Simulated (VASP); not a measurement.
# Pt (Fd-3m) in VASP: further runs

Pt is run at these levels: PBE; tasks: single point, relaxation of cell and atoms.

Everything below comes from runs of VASP 6.6.1. Logs are shortened: lines on timing, memory, paths and dates and some standing lists are left out, and cuts for length are marked.

## 1. The cell of the first run

The structure is cubic, space group Fd-3m (No. 227). The conventional cell has a = 7.123 Å, b = 7.123 Å, c = 7.123 Å, α = 90.00°, β = 90.00°, γ = 90.00°. Within 3.3 Å of Pt (site symmetry -3m) lie 12 Pt at 2.52 to 2.95 Å. Pt (site symmetry -43m) has 16 Pt at 2.95 to 3.08 Å within 3.9 Å.

## 2. Single point, PBE

File INCAR:

```
SYSTEM = Pt
  PREC = Accurate
  ENCUT = 520
  EDIFF = 1E-6
  ISMEAR = 0
  SIGMA = 0.1
  LREAL = .FALSE.
  LASPH = .TRUE.
  NELM = 80
  ALGO = Normal
  ISIF = 2
  LWAVE = .FALSE.
  LCHARG = .FALSE.
  GGA = PE
  NBANDS = 39
```

File KPOINTS:

```
regular mesh
0
G
  4 4 4
  0 0 0
```

File POSCAR:

```
Pt
1.0
    0.0000000000      3.5613747000      3.5613747000
    3.5613747000      0.0000000000      3.5613747000
    3.5613747000      3.5613747000      0.0000000000
Pt
6
Direct
    0.1250000000      0.6250000000      0.1250000000
    0.1250000000      0.1250000000      0.6250000000
    0.1250000000      0.1250000000      0.1250000000
    0.6250000000      0.1250000000      0.1250000000
    0.5000000000      0.5000000000      0.5000000000
    0.7500000000      0.7500000000      0.7500000000
```

Potentials or basis: VASP PAW PBE potentials, release 64 (Pt).

Command:

```console
> cat potpaw_PBE.64/Pt/POTCAR > POTCAR
> mpirun -np 1 vasp_std > vasp.out
```

OUTCAR:

```text
SYSTEM = Pt
   PREC = Accurate
   ENCUT = 520
   EDIFF = 1E-6
   ISMEAR = 0
   LREAL = .FALSE.
   LASPH = .TRUE.
   NELM = 80
   ISIF = 2
   GGA = PE

 ion  position               nearest neighbor table
   1  0.125  0.625  0.125-   3 2.52   2 2.52   2 2.52   3 2.52   4 2.52   4 2.52   6 2.95   5 2.95
                             6 2.95   5 2.95   6 2.95   5 2.95
   2  0.125  0.125  0.625-   3 2.52   1 2.52   3 2.52   4 2.52   1 2.52   4 2.52   6 2.95   5 2.95
                             6 2.95   5 2.95   6 2.95   5 2.95
   3  0.125  0.125  0.125-   1 2.52   2 2.52   4 2.52   2 2.52   1 2.52   4 2.52   6 2.95   5 2.95
                             6 2.95   5 2.95   6 2.95   5 2.95
   4  0.625  0.125  0.125-   3 2.52   2 2.52   1 2.52   1 2.52   2 2.52   3 2.52   6 2.95   5 2.95
                             5 2.95   6 2.95   5 2.95   6 2.95
   5  0.500  0.500  0.500-   1 2.95   2 2.95   4 2.95   3 2.95   3 2.95   3 2.95   1 2.95   1 2.95
                             4 2.95   2 2.95   2 2.95   4 2.95   6 3.08   6 3.08   6 3.08   6 3.08
   6  0.750  0.750  0.750-   1 2.95   2 2.95   4 2.95   3 2.95   3 2.95   3 2.95   2 2.95   1 2.95
                             4 2.95   1 2.95   2 2.95   4 2.95   5 3.08   5 3.08   5 3.08   5 3.08

  LATTYP: Found a face centered cubic cell.
 ALAT       =     7.1227494000

  Lattice vectors:

 A1 = (   0.0000000000,   3.5613747000,   3.5613747000)
 A2 = (   3.5613747000,   0.0000000000,   3.5613747000)
 A3 = (   3.5613747000,   3.5613747000,   0.0000000000)

Analysis of symmetry for initial positions (statically):
=====================================================================
 Subroutine PRICEL returns:
 Original cell was already a primitive cell.

 Routine SETGRP: Setting up the symmetry group for a
 face centered cubic supercell.

 Subroutine GETGRP returns: Found 48 space group operations
 (whereof 24 operations were pure point group operations)
 out of a pool of 48 trial point group operations.

The static configuration has the point symmetry T_d .
 The point group associated with its full space group is O_h .

Analysis of symmetry for dynamics (positions and initial velocities):
=====================================================================
 Subroutine PRICEL returns:
 Original cell was already a primitive cell.

 Routine SETGRP: Setting up the symmetry group for a
 face centered cubic supercell.

 Subroutine GETGRP returns: Found 48 space group operations
 (whereof 24 operations were pure point group operations)
 out of a pool of 48 trial point group operations.

The dynamic configuration has the point symmetry T_d .
 The point group associated with its full space group is O_h .
[... 95 lines left out ...]
   NFREE  =      0    steps in history (QN), initial steepest desc. (CG)
   ISIF   =      2    stress and relaxation
   ISYM   =      2    0-nonsym 1-usesym 2-fastsym
   POTIM  = 0.5000    time-step for ionic-motion
   TEBEG  =    0.0;   TEEND  =   0.0 temperature during run
   PSTRESS=    0.0 pullay stress
   NELECT =      60.0000    total number of electrons
   NUPDOWN=      -1.0000    fix difference up-down
   EMIN   =  10.00;   EMAX   =-10.00  energy-range for DOS
   EFERMI =   0.00;   METHOD = LEGACY
   ISMEAR =     0;   SIGMA  =   0.10  broadening in eV -4-tet -1-fermi 0-gaus
   EFERMI_NEDOS =   21; number of points for ismear=-14 and -15
   IALGO  =     38    algorithm
   IMIX   =      4    mixing-type and parameters
     AMIX     =   0.40;   BMIX     =  1.00
     AMIX_MAG =   1.60;   BMIX_MAG =  1.00
  volume/ion in A,a.u.               =      15.06       101.61
  Fermi-wavevector in a.u.,A,eV,Ry     =   1.428338  2.699167 27.757908  2.040149
  Thomas-Fermi vector in A             =   2.548410
   LORBIT       =      0    0 simple, 1 ext, 2 COOP (PROOUT), +10 PAW based schemes
   GGA     = PE    functional components
   LHFCALC =     F    Hartree Fock is set to
   AEXX    =    0.0000 exact exchange contribution
   IVDW    =     0    specifies the selected vdW correction
   LEPSILON=     F    determine dielectric tensor
   LRPA    =     F    only Hartree local field effects (RPA)
 non-spin polarized calculation
 Gauss-broadening in eV      SIGMA  =   0.10
  energy-cutoff  :      520.00
  volume of cell :       90.34
 maximum number of plane-waves:      2468
 NGX is ok and might be reduce to    40
   NGX = 19   NGY = 19   NGZ = 19

 number of electron      60.0000005 magnetization

 Free energy of the ion-electron system (eV)
  ---------------------------------------------------
  ext. energy  EPLUGINS =         0.00000000
  ---------------------------------------------------
  free energy    TOTEN  =       -33.38945151 eV

  energy without entropy =      -33.31842505  energy(sigma->0) =      -33.35393828

 E-fermi :  11.3638     XC(G=0): -13.4387

 val. band max:       11.3315335236   @ k =   0.2500   0.2500   0.0000
 cond. band min:      11.3771703579   @ k =   0.2500   0.2500   0.0000
 fundamental gap:      0.0456368343
 Fermi energy:        11.3638361474

 k-point     1 :       0.0000    0.0000    0.0000
  band No.  band energies     occupation
      1       0.4591      2.00000
      2       2.6578      2.00000
      3       3.8313      2.00000
      4       3.8313      2.00000
      5       3.8313      2.00000
      6       5.3779      2.00000
[... 325 lines left out ...]
     38      17.4309      0.00000
     39      22.4643      0.00000

------------------------ aborting loop because EDIFF is reached ----------------------------------------

  FORCE on cell =-STRESS in cart. coord.  units (eV):
  Direction    XX          YY          ZZ          XY          YZ          ZX
  --------------------------------------------------------------------------------------
  -------------------------------------------------------------------------------------
  Total       17.0232953     17.0232953     17.0232953      0.0000000      0.0000000      0.0000000
  in kB      301.9056299    301.9056299    301.9056299      0.0000000      0.0000000      0.0000000
  external PRESSURE =     301.9056299 kB  Pullay stress =       0.0000000 kB

 VOLUME and BASIS-vectors are now :
 -----------------------------------------------------------------------------
  energy-cutoff  :      520.00
  volume of cell :       90.34
      direct lattice vectors                 reciprocal lattice vectors
     0.000000000  3.561374700  3.561374700    -0.140395224  0.140395224  0.140395224
     3.561374700  0.000000000  3.561374700     0.140395224 -0.140395224  0.140395224
     3.561374700  3.561374700  0.000000000     0.140395224  0.140395224 -0.140395224

 POSITION                                       TOTAL-FORCE (eV/Angst)
 -----------------------------------------------------------------------------------
      2.67103      0.89034      2.67103         0.000000     -0.000000      0.000000
      2.67103      2.67103      0.89034         0.000000     -0.000000      0.000000
      0.89034      0.89034      0.89034         0.000000     -0.000000      0.000000
      0.89034      2.67103      2.67103         0.000000     -0.000000      0.000000
      3.56137      3.56137      3.56137        -0.000000     -0.000000     -0.000000
      5.34206      5.34206      5.34206         0.000000      0.000000      0.000000
 -----------------------------------------------------------------------------------
    total drift:                               -0.000000     -0.000000      0.000000

  FREE ENERGIE OF THE ION-ELECTRON SYSTEM (eV)
  ---------------------------------------------------
  free  energy   TOTEN  =       -33.3894515089 eV

  energy  without entropy=      -33.3184250462  energy(sigma->0) =      -33.35393828
```

OSZICAR:

```text
N       E                     dE             d eps       ncg     rms          rms(c)
DAV:   1     0.397441550993E+03    0.39744E+03   -0.31268E+04   624   0.150E+03
DAV:   2    -0.222874111413E+02   -0.41973E+03   -0.39908E+03   673   0.338E+02
DAV:   3    -0.351213778823E+02   -0.12834E+02   -0.12527E+02   708   0.577E+01
DAV:   4    -0.352585316583E+02   -0.13715E+00   -0.13701E+00   673   0.588E+00
DAV:   5    -0.352601533607E+02   -0.16217E-02   -0.16216E-02   715   0.692E-01    0.374E+01
DAV:   6    -0.337190902991E+02    0.15411E+01   -0.35372E+00   694   0.117E+01    0.219E+01
DAV:   7    -0.343650487157E+02   -0.64596E+00   -0.61714E+00   680   0.161E+01    0.109E+01
DAV:   8    -0.334028523535E+02    0.96220E+00   -0.24163E+00   680   0.133E+01    0.325E+00
DAV:   9    -0.334084710668E+02   -0.56187E-02   -0.28361E-01   659   0.316E+00    0.138E+00
DAV:  10    -0.333894291862E+02    0.19042E-01   -0.65849E-02   659   0.192E+00    0.242E-01
DAV:  11    -0.333894572658E+02   -0.28080E-04   -0.16713E-03   687   0.257E-01    0.193E-01
DAV:  12    -0.333894590305E+02   -0.17647E-05   -0.13826E-04   694   0.890E-02    0.292E-02
DAV:  13    -0.333894521925E+02    0.68380E-05   -0.13317E-05   684   0.293E-02    0.865E-03
DAV:  14    -0.333894515089E+02    0.68361E-06   -0.10469E-06   368   0.653E-03
   1 F= -.33389452E+02 E0= -.33353938E+02  d E =-.710265E-01
```

stdout:

```text
POSCAR found type information on POSCAR Pt
 POSCAR found :  1 types and       6 ions
 scaLAPACK will be used
 LDA part: xc-table for (Slater+PW92), standard interpolation
 POSCAR, INCAR and KPOINTS ok, starting setup
 FFT: planning ... GRIDC
 FFT: planning ... GRID_SOFT
 FFT: planning ... GRID
 WAVECAR not read
 entering main loop
```

Run time: 20 s. Hardware: 1 thread of Intel Xeon 6975P-C (Granite Rapids), shared host; peak memory 0.23 GiB.

Results:

- Free energy: -33.3895 eV
- Pressure: 30.2 GPa
- Band gap on the k mesh: zero (band 30 reaches 12.91 eV, above the bottom of band 31 at 11.01 eV)

Caveat: the k points lie up to 0.38 Å⁻¹ apart; spin-orbit coupling is left out, which moves the levels of the heavy elements.

(Part 1 of 3 ends here.)
